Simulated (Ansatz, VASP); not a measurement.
## One calculation of SnH5, two programs

```
Sn H
1.0
    -1.99366    1.99366    3.03484
     1.99366   -1.99366    3.03484
     1.99366    1.99366   -3.03484
Sn H
1 5
Cartesian
  0.0000 0.0000 3.0348
  0.0000 1.9937 1.5174
  1.9937 0.0000 1.5174
  0.0000 0.0000 0.0000
  0.0000 0.0000 5.1280
  0.0000 0.0000 0.9417
```

Alike in both runs: functional PBE; k mesh 14 × 14 × 14; occupations gaussian, width 0.1 eV; no spin polarisation.

Ansatz relaxed the structure, and its values are those at the end. VASP's run is a single point on that final structure, the one shown.

```csv
,VASP,Ansatz
version,VASP 6.6.1,Ansatz 0.2.0
potentials or method,"VASP PAW PBE potentials, release 64 (Sn_d, H), cutoff 520 eV","scalar-relativistic, plane waves, PAW"
valence electrons in the cell,19,19
```

VASP gave:

* gap on the k mesh at the Fermi level (eV): none
* pressure (GPa): -0.2

Problem. Estimate Ansatz's values.

Solution. gap on the k mesh at the Fermi level (eV): none; pressure (GPa): 0.0.

A gap of «none» marks a metal or a gap that the smearing closes. With one functional, cell and mesh, what is left measures potentials, basis and numerics.
